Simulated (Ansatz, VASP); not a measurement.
**Two plane-wave programs on CaInC4N4**

```xyz
10
Lattice="6.2134 0.0000 0.0000 0.0000 6.2134 0.0000 0.0000 0.0000 6.2134" Properties=species:S:1:pos:R:3 pbc="T T T"
Ca    3.1067    3.1067    3.1067
In    0.0000    0.0000    0.0000
C     1.1553    1.1553    1.1553
C     1.1553    5.0582    5.0582
C     5.0582    1.1553    5.0582
C     5.0582    5.0582    1.1553
N     1.8308    1.8308    1.8308
N     1.8308    4.3827    4.3827
N     4.3827    1.8308    4.3827
N     4.3827    4.3827    1.8308
```

Alike in both runs: task single point; functional PBE; k mesh 4 × 4 × 4; occupations gaussian, width 0.1 eV; collinear spin.

|  | VASP | Ansatz |
| --- | --- | --- |
| version | VASP 6.6.1 | Ansatz 0.2.0 |
| potentials or method | VASP PAW PBE potentials, release 64 (Ca_sv, In_d, C, N), cutoff 520 eV | scalar-relativistic, plane waves, PAW |
| valence electrons in the cell | 59 | 59 |

```csv
,VASP,Ansatz,Ansatz less VASP
gap on the k mesh at the Fermi level (eV),none,none,-
pressure (GPa),8.4,8.1,-0.32
rms of the force components (eV/Å),0.691,0.870,+0.1792
net moment per atom (μB),0.00,0.00,0.000
```

Atom by atom the forces differ by 0.201 eV/Å (rms over components). A gap of «none» marks a metal or a gap that the smearing closes. With one functional, cell and mesh, what is left measures potentials, basis and numerics. Ansatz's warnings: seeded moment not kept.

Noted on VASP's run: the standard files for N, O and F lose accuracy on very short bonds.
